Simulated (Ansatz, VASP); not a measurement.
# Two plane-wave programs on AlP

```xyz
2
Lattice="0.0000 2.7392 2.7392 2.7392 0.0000 2.7392 2.7392 2.7392 0.0000" Properties=species:S:1:pos:R:3 pbc="T T T"
Al    0.0000    0.0000    0.0000
P     1.3696    1.3696    1.3696
```

Alike in both runs: functional r2SCAN; k mesh 8 × 8 × 8; occupations gaussian, width 0.02 eV; no spin polarisation.

Ansatz relaxed the structure, and its values are those at the end. VASP's run is a single point on that final structure, the one shown.

|  | VASP | Ansatz |
| --- | --- | --- |
| version | VASP 6.6.1 | Ansatz 0.2.0 |
| potentials or method | VASP PAW PBE potentials, release 64 (Al, P), cutoff 550 eV | scalar-relativistic, plane waves, PAW |
| valence electrons in the cell | 8 | 8 |

VASP gave:

* gap on the k mesh at the Fermi level (eV): 1.93
* least direct gap on the mesh (eV): 3.91
* pressure (GPa): -0.3

Q: Estimate Ansatz's values.

A: gap on the k mesh at the Fermi level (eV): 1.93; least direct gap on the mesh (eV): 3.90; pressure (GPa): 0.0.

VASP's potentials were made for PBE, not for r2SCAN.
